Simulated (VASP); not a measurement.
The system is CdS.

```
Cd S
1.0
     0.00000    2.91650    2.91650
     2.91650    0.00000    2.91650
     2.91650    2.91650    0.00000
Cd S
1 1
Direct
  0.00000 0.00000 0.00000
  0.75000 0.75000 0.75000
```

Base run:

| Property | Result |
| --- | --- |
| Program | VASP 6.6.1 |
| Functional | PBE0 |
| Potentials or basis | VASP PAW PBE potentials, release 64 (Cd, S) |
| Cutoff | 520 eV |
| k mesh | 5 × 5 × 5 |
| Occupations | fermi-dirac, width 0.05 eV |
| Spin | no spin polarisation |

Its results: band gap on the k mesh 2.86 eV; pressure 1.8 GPa.

Task: After a change of settings the same cell gave: band gap on the k mesh 3.11 eV; pressure 1.1 GPa. Which change was it?
A. k mesh from 5 × 5 × 5 to 6 × 6 × 6; occupations from fermi-dirac, width 0.05 eV to gaussian, width 0.01 eV
B. functional from PBE0 to r2SCAN0
C. functional from PBE0 to HSE06; k mesh from 5 × 5 × 5 to 6 × 6 × 6
D. functional from PBE0 to r2SCAN-based global hybrid with 15 % exact exchange; share of exact exchange from 0.25 to 0.15

Result: B.

Caveats: the PAW data sets were made with another functional, which shifts forces and pressure a little.
